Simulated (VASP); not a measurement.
Be3As2, 5 atoms in the cell. It takes space group R-3m (No. 166, trigonal). Conventional cell: a = 3.665 Å, b = 3.665 Å, c = 23.042 Å, α = 90.00°, β = 90.00°, γ = 120.00°. Be (site symmetry -3m) has 6 Be at 2.26 Å and 6 As at 2.70 Å within 3.0 Å. Within 3.0 Å of Be (site symmetry 3m) lie 6 Be at 2.26 to 2.66 Å and 4 As at 2.29 to 2.48 Å. As (site symmetry 3m) has 7 Be at 2.29 to 2.70 Å within 3.0 Å. 

- Program: VASP 6.6.1
- Task: single point
- Functional: PBE
- Potentials or basis: VASP PAW PBE potentials, release 64 (Be, As)
- Cutoff: 520 eV
- k mesh: 12 × 12 × 12
- Occupations: gaussian, width 0.1 eV
- Spin: no spin polarisation
- Dipole correction: no
- Further INCAR settings: ALGO = Normal; EDIFF = 1e-06; NBANDS = 16

Potentials or basis: VASP PAW PBE potentials, release 64 (Be, As).

The run is started by

```sh
$ cat potpaw_PBE.64/Be/POTCAR potpaw_PBE.64/As/POTCAR > POTCAR
$ mpirun -np 1 vasp_std > vasp.out
```

Hardware: 1 thread of Intel(R) Xeon(R) 6975P-C (Granite Rapids) (shared host).

Problem. Estimate the wall time of this run.

Solution. It took 7.5 min on 1 thread of Intel(R) Xeon(R) 6975P-C (Granite Rapids), with other jobs on the host, peak memory 0.63 GiB. Counts: scf iterations 14, k points 189.
